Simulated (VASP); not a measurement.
# Sn2Se (P6/mmm) in VASP: further runs

The runs below take Sn2Se through single point, relaxation of cell and atoms, with PBE.

All numbers are computed with VASP 6.6.1; they aren't measurements. Logs are shortened: lines on timing, memory, paths and dates and some standing lists are left out, and cuts for length are marked.

### Step 1. The cell of the first run

Symmetry: P6/mmm, No. 191, hexagonal system. Conventional cell: a = 4.441 Å, b = 4.441 Å, c = 4.800 Å, α = 90.00°, β = 90.00°, γ = 120.00°. Within 3.6 Å of Sn (site symmetry -6m2) lie 3 Sn at 2.56 Å and 6 Se at 3.51 Å. Se (site symmetry 6/mmm) has 12 Sn at 3.51 Å and 6 Se at 4.44 Å within 4.6 Å.

The cell was built from a structure type or drawn by symmetry, and may not be a known phase.

### Step 2. Single point, PBE

Input file INCAR:

```
PREC = Accurate
ENCUT = 520
EDIFF = 1E-6
ISMEAR = 0
SIGMA = 0.1
LREAL = F
LASPH = T
NELM = 80
ALGO = Normal
ISIF = 2
LWAVE = F
LCHARG = F
GGA = PE
NBANDS = 24
```

Input file KPOINTS:

```
Automatic mesh
0
Gamma
  6 6 4
```

Input file POSCAR:

```
Sn2Se
1.0
    4.4408332600      0.0000000000      0.0000000000
   -2.2204166300      3.8458744200      0.0000000000
    0.0000000000      0.0000000000      4.8002724900
Sn Se
2 1
Direct
    0.3333333300      0.6666666700      0.5000000000
    0.6666666700      0.3333333300      0.5000000000
    0.0000000000      0.0000000000      0.0000000000
```

Potentials or basis: VASP PAW PBE potentials, release 64 (Sn_d, Se).

Command:

```sh
$ cat potpaw_PBE.64/Sn_d/POTCAR potpaw_PBE.64/Se/POTCAR > POTCAR
$ mpirun -np 1 vasp_std > vasp.out
```

OUTCAR:

```text
PREC = Accurate
   ENCUT = 520
   EDIFF = 1E-6
   ISMEAR = 0
   LREAL = F
   LASPH = T
   NELM = 80
   ISIF = 2
   GGA = PE

 ion  position               nearest neighbor table
   1  0.333  0.667  0.500-   2 2.56   2 2.56   2 2.56
   2  0.667  0.333  0.500-   1 2.56   1 2.56   1 2.56
   3  0.000  0.000  0.000-

  LATTYP: Found a hexagonal cell.
 ALAT       =     4.4408332600
 C/A-ratio  =     1.0809395915

  Lattice vectors:

 A1 = (   4.4408332600,   0.0000000000,   0.0000000000)
 A2 = (  -2.2204166300,   3.8458744200,   0.0000000000)
 A3 = (   0.0000000000,   0.0000000000,   4.8002724900)

Analysis of symmetry for initial positions (statically):
=====================================================================
 Subroutine PRICEL returns:
 Original cell was already a primitive cell.

 Routine SETGRP: Setting up the symmetry group for a
 hexagonal supercell.

 Subroutine GETGRP returns: Found 24 space group operations
 (whereof 24 operations were pure point group operations)
 out of a pool of 24 trial point group operations.

The static configuration has the point symmetry D_6h.

Analysis of symmetry for dynamics (positions and initial velocities):
=====================================================================
 Subroutine PRICEL returns:
 Original cell was already a primitive cell.

 Routine SETGRP: Setting up the symmetry group for a
 hexagonal supercell.

 Subroutine GETGRP returns: Found 24 space group operations
 (whereof 24 operations were pure point group operations)
 out of a pool of 24 trial point group operations.

The dynamic configuration has the point symmetry D_6h.

 Subroutine INISYM returns: Found 24 space group operations
 (whereof 24 operations are pure point group operations),
 and found     1 'primitive' translations

----------------------------------------------------------------------------------------

                                     Primitive cell

  volume of cell :      81.9833

  direct lattice vectors                    reciprocal lattice vectors
     4.440833260  0.000000000  0.000000000     0.225182965  0.130009445  0.000000000
    -2.220416630  3.845874420  0.000000000     0.000000000  0.260018891  0.000000000
     0.000000000  0.000000000  4.800272490     0.000000000  0.000000000  0.208321507

  length of vectors
     4.440833260  4.440833262  4.800272490     0.260018891  0.260018891  0.208321507

  position of ions in fractional coordinates (direct lattice)
     0.333333330  0.666666670  0.500000000
     0.666666670  0.333333330  0.500000000
     0.000000000  0.000000000  0.000000000

  ion indices of the primitive-cell ions
   primitive index   ion index
                 1           1
                 2           2
                 3           3

----------------------------------------------------------------------------------------

 KPOINTS: Automatic mesh

Automatic generation of k-mesh.
 Grid dimensions read from file:
 generate k-points for:    6    6    4

 Generating k-lattice:

  Cartesian coordinates                     Fractional coordinates (reciprocal lattice)
     0.037530494  0.021668241  0.000000000     0.166666667  0.000000000  0.000000000
     0.000000000  0.043336482  0.000000000     0.000000000  0.166666667  0.000000000
     0.000000000  0.000000000  0.052080377     0.000000000  0.000000000  0.250000000

  Length of vectors
     0.043336482  0.043336482  0.052080377

  Shift w.r.t. Gamma in fractional coordinates (k-lattice)
     0.000000000  0.000000000  0.000000000

 Subroutine IBZKPT returns following result:
 ===========================================

 Found     21 irreducible k-points:

 Following reciprocal coordinates:
            Coordinates               Weight
  0.000000  0.000000  0.000000      1.000000
  0.166667  0.000000  0.000000      6.000000
  0.333333  0.000000  0.000000      6.000000
  0.500000  0.000000  0.000000      3.000000
  0.166667  0.166667  0.000000      6.000000
  0.333333  0.166667  0.000000     12.000000
[... 13 lines left out ...]
  0.333333  0.166667  0.500000     12.000000
  0.333333  0.333333  0.500000      2.000000
   k-points           NKPTS =     21   k-points in BZ     NKDIM =     21   number of bands    NBANDS=     24
   number of dos      NEDOS =    301   number of ions     NIONS =      3
   total plane-waves  NPLWV =  46656
   dimension x,y,z NGX =    36 NGY =   36 NGZ =   36
   dimension x,y,z NGXF=    72 NGYF=   72 NGZF=   72
   ions per type =               2   1
   NGX,Y,Z   is equivalent  to a cutoff of  13.48, 13.48, 12.47 a.u.
   NGXF,Y,Z  is equivalent  to a cutoff of  26.95, 26.95, 24.94 a.u.
 SYSTEM =  unknown system
   PREC   = accura    normal or accurate (medium, high low for compatibility)
   ISTART =      0    job   : 0-new  1-cont  2-samecut
   ICHARG =      2    charge: 1-file 2-atom 10-const
   ISPIN  =      1    spin polarized calculation?
   LNONCOLLINEAR =      F non collinear calculations
   LSORBIT =      F    spin-orbit coupling
   LASPH  =      T    aspherical Exc in radial PAW
   ENCUT  =  520.0 eV  38.22 Ry    6.18 a.u.   8.26  8.26  8.93*2*pi/ulx,y,z
   NELM   =     80;   NELMIN=  2; NELMDL= -5     # of ELM steps
   EDIFF  = 0.1E-05   stopping-criterion for ELM
   LREAL  =      F    real-space projection
   EDIFFG = 0.1E-04   stopping-criterion for IOM
   NSW    =      0    number of steps for IOM
   IBRION =     -1    ionic relax: 0-MD 1-quasi-New 2-CG
   NFREE  =      0    steps in history (QN), initial steepest desc. (CG)
   ISIF   =      2    stress and relaxation
   ISYM   =      2    0-nonsym 1-usesym 2-fastsym
   POTIM  = 0.5000    time-step for ionic-motion
   TEBEG  =    0.0;   TEEND  =   0.0 temperature during run
   PSTRESS=    0.0 pullay stress
   NELECT =      34.0000    total number of electrons
   NUPDOWN=      -1.0000    fix difference up-down
   EMIN   =  10.00;   EMAX   =-10.00  energy-range for DOS
   EFERMI =   0.00;   METHOD = LEGACY
   ISMEAR =     0;   SIGMA  =   0.10  broadening in eV -4-tet -1-fermi 0-gaus
   EFERMI_NEDOS =   21; number of points for ismear=-14 and -15
   IALGO  =     38    algorithm
   IMIX   =      4    mixing-type and parameters
     AMIX     =   0.40;   BMIX     =  1.00
     AMIX_MAG =   1.60;   BMIX_MAG =  1.00
  volume/ion in A,a.u.               =      27.33       184.42
  Fermi-wavevector in a.u.,A,eV,Ry     =   1.220842  2.307056 20.278861  1.490454
  Thomas-Fermi vector in A             =   2.356045
   LORBIT       =      0    0 simple, 1 ext, 2 COOP (PROOUT), +10 PAW based schemes
   GGA     = PE    functional components
   LHFCALC =     F    Hartree Fock is set to
   AEXX    =    0.0000 exact exchange contribution
   IVDW    =     0    specifies the selected vdW correction
   LEPSILON=     F    determine dielectric tensor
   LRPA    =     F    only Hartree local field effects (RPA)
 non-spin polarized calculation
 Gauss-broadening in eV      SIGMA  =   0.10
  energy-cutoff  :      520.00
  volume of cell :       81.98
 maximum number of plane-waves:      2238
 NGX is ok and might be reduce to    36
   NGX = 17   NGY = 17   NGZ = 17

 number of electron      34.0000019 magnetization

 Free energy of the ion-electron system (eV)
  ---------------------------------------------------
  ext. energy  EPLUGINS =         0.00000000
  ---------------------------------------------------
  free energy    TOTEN  =        -9.63287806 eV

  energy without entropy =       -9.62808288  energy(sigma->0) =       -9.63048047

 E-fermi :   6.0430     XC(G=0):  -9.7332

 val. band max:        5.8687068024   @ k =   0.3333   0.1667   0.5000
 cond. band min:       6.1037406820   @ k =   0.3333   0.1667   0.0000
 fundamental gap:      0.2350338797
 Fermi energy:         6.0429820879

 k-point     1 :       0.0000    0.0000    0.0000
  band No.  band energies     occupation
      1     -16.2280      2.00000
      2     -16.0426      2.00000
      3     -16.0426      2.00000
      4     -16.0226      2.00000
      5     -16.0226      2.00000
      6     -15.6679      2.00000
[... 16 lines left out ...]
     23      11.8443      0.00000
     24      13.6173      0.00000

 k-point     2 :       0.1667    0.0000    0.0000
  band No.  band energies     occupation
      1     -16.2333      2.00000
      2     -16.1281      2.00000
      3     -16.1119      2.00000
      4     -16.0317      2.00000
      5     -16.0071      2.00000
      6     -15.6853      2.00000
[... 16 lines left out ...]
     23      10.9836      0.00000
     24      13.8841      0.00000

 k-point     3 :       0.3333    0.0000    0.0000
  band No.  band energies     occupation
      1     -16.2882      2.00000
      2     -16.2416      2.00000
      3     -16.1540      2.00000
      4     -16.0486      2.00000
      5     -15.9697      2.00000
      6     -15.7294      2.00000
[... 16 lines left out ...]
     23      12.8014      0.00000
     24      13.2259      0.00000

 k-point     4 :       0.5000    0.0000    0.0000
  band No.  band energies     occupation
      1     -16.3265      2.00000
      2     -16.2858      2.00000
      3     -16.1520      2.00000
      4     -16.0565      2.00000
      5     -15.9449      2.00000
      6     -15.7574      2.00000
[... 16 lines left out ...]
     23      13.8979      0.00000
     24      13.9366      0.00000

 k-point     5 :       0.1667    0.1667    0.0000
  band No.  band energies     occupation
      1     -16.2902      2.00000
      2     -16.1734      2.00000
      3     -16.1728      2.00000
      4     -16.0481      2.00000
      5     -15.9747      2.00000
      6     -15.7219      2.00000
[... 370 lines left out ...]
 k-point    19 :       0.1667    0.1667    0.5000
  band No.  band energies     occupation
      1     -16.2895      2.00000
      2     -16.1725      2.00000
      3     -16.1719      2.00000
      4     -16.0497      2.00000
      5     -15.9760      2.00000
      6     -15.7231      2.00000
[... 16 lines left out ...]
     23      13.3936      0.00000
     24      14.7865      0.00000

 k-point    20 :       0.3333    0.1667    0.5000
  band No.  band energies     occupation
      1     -16.3717      2.00000
      2     -16.2206      2.00000
      3     -16.1630      2.00000
      4     -16.0670      2.00000
      5     -15.9269      2.00000
      6     -15.7763      2.00000
[... 16 lines left out ...]
     23      15.1025      0.00000
     24      15.5498      0.00000

 k-point    21 :       0.3333    0.3333    0.5000
  band No.  band energies     occupation
      1     -16.4148      2.00000
      2     -16.1849      2.00000
      3     -16.1849      2.00000
      4     -16.0782      2.00000
      5     -15.8516      2.00000
      6     -15.8516      2.00000
[... 16 lines left out ...]
     23      14.3273      0.00000
     24      16.2176      0.00000

------------------------ aborting loop because EDIFF is reached ----------------------------------------

  FORCE on cell =-STRESS in cart. coord.  units (eV):
  Direction    XX          YY          ZZ          XY          YZ          ZX
  --------------------------------------------------------------------------------------
  -------------------------------------------------------------------------------------
  Total        9.2753058      9.2753058     -2.0638689      0.0000000     -0.0000000      0.0000000
  in kB      181.2647522    181.2647524    -40.3336229      0.0000000     -0.0000000      0.0000000
  external PRESSURE =     107.3986272 kB  Pullay stress =       0.0000000 kB

 VOLUME and BASIS-vectors are now :
 -----------------------------------------------------------------------------
  energy-cutoff  :      520.00
  volume of cell :       81.98
      direct lattice vectors                 reciprocal lattice vectors
     4.440833260  0.000000000  0.000000000     0.225182965  0.130009445  0.000000000
    -2.220416630  3.845874420  0.000000000     0.000000000  0.260018891  0.000000000
     0.000000000  0.000000000  4.800272490     0.000000000  0.000000000  0.208321507

 POSITION                                       TOTAL-FORCE (eV/Angst)
 -----------------------------------------------------------------------------------
     -0.00000      2.56392      2.40014        -0.000000      0.000000      0.000000
      2.22042      1.28196      2.40014         0.000000      0.000000     -0.000000
      0.00000      0.00000      0.00000         0.000000      0.000000      0.000000
 -----------------------------------------------------------------------------------
    total drift:                               -0.000000      0.000000      0.000000

  FREE ENERGIE OF THE ION-ELECTRON SYSTEM (eV)
  ---------------------------------------------------
  free  energy   TOTEN  =        -9.6328780569 eV

  energy  without entropy=       -9.6280828808  energy(sigma->0) =       -9.63048047
```

It took 39 s on 1 thread of Intel Xeon Platinum 8259CL at 2.50GHz (Skylake/Cascade Lake), shared host; peak memory 0.21 GiB.

Results:

- Free energy: -9.6329 eV
- Pressure: 10.7 GPa
- Band gap on the k mesh: zero (bands 17 and 18 overlap by 1.49 eV)

Levels at points of the mesh, in eV from the Fermi level:
| k point | band 15 | band 16 | band 17 | band 18 | band 19 | band 20 |
| --- | --- | --- | --- | --- | --- | --- |
| (0.00, 0.00, 0.00) | -1.34 | -1.23 | -1.23 | -0.59 | 2.14 | 3.49 |
| (0.50, 0.00, 0.00) | -1.98 | -1.39 | -0.42 | 0.22 | 0.82 | 2.70 |
| (0.00, 0.00, 0.50) | -1.05 | -0.95 | -0.95 | -0.86 | -0.30 | 2.77 |
| (0.50, 0.00, 0.50) | -2.74 | -1.87 | -1.39 | 0.51 | 3.05 | 3.30 |

Caveat: the cell stands under pressure; spin-orbit coupling is left out, which moves the levels of the heavy elements.

(Continued in part 2 of 2.)
